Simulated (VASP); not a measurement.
A run of VASP 6.6.1:

File POSCAR:

```
LaP
1.0
    0.0000000000      2.9600000000      2.9600000000
    2.9600000000      0.0000000000      2.9600000000
    2.9600000000      2.9600000000      0.0000000000
La P
1 1
Direct
    0.0000000000      0.0000000000      0.0000000000
    0.5000000000      0.5000000000      0.5000000000
```

INCAR.step1

```
SYSTEM = LaP
  PREC = Accurate
  ENCUT = 550
  ISMEAR = 1
  SIGMA = 0.0239
  LREAL = .False.
  LASPH = .True.
  NELM = 200
  GGA = PE
  ALGO = Normal
  EDIFF = 1E-5
  LWAVE = .True.
  LCHARG = .False.
  GGA_COMPAT = .False.
  IBRION = 2
  ISIF = 3
  EDIFFG = -0.005
  NELMIN = 4
  NSW = 100
  LMAXMIX = 6
```

Contents of INCAR.step2:

```
SYSTEM = LaP
  PREC = Accurate
  ENCUT = 550
  EDIFF = 1E-7
  ISMEAR = 1
  SIGMA = 0.0239
  LREAL = .False.
  LASPH = .True.
  NELM = 200
  ALGO = Normal
  ISIF = 3
  LWAVE = .False.
  LCHARG = .False.
  METAGGA = R2SCAN
  LMIXTAU = .True.
  IBRION = 2
  NSW = 80
  EDIFFG = -0.03
  ISTART = 1
  GGA_COMPAT = .False.
  NELMIN = 4
  LMAXMIX = 6
```

KPOINTS

```
regular mesh
0
Gamma
  7 7 7
  0 0 0
```

Potentials or basis: VASP PAW PBE potentials, release 64 (La, P).

Launch:

```console
$ cat potpaw_PBE.64/La/POTCAR potpaw_PBE.64/P/POTCAR > POTCAR
$ cp INCAR.step1 INCAR
$ mpirun -np 1 vasp_std > vasp.out
$ cp INCAR.step2 INCAR
$ mpirun -np 1 vasp_std > vasp.out
```

Hardware: 1 thread of Intel(R) Xeon(R) 6975P-C (Granite Rapids) (shared host).

**Question.** Estimate the wall time of this run.

**Answer.** Wall time 2.5 min on 1 thread of Intel(R) Xeon(R) 6975P-C (Granite Rapids), on a shared host, peak memory 0.21 GiB. Counts: k points 20, ion steps 3.
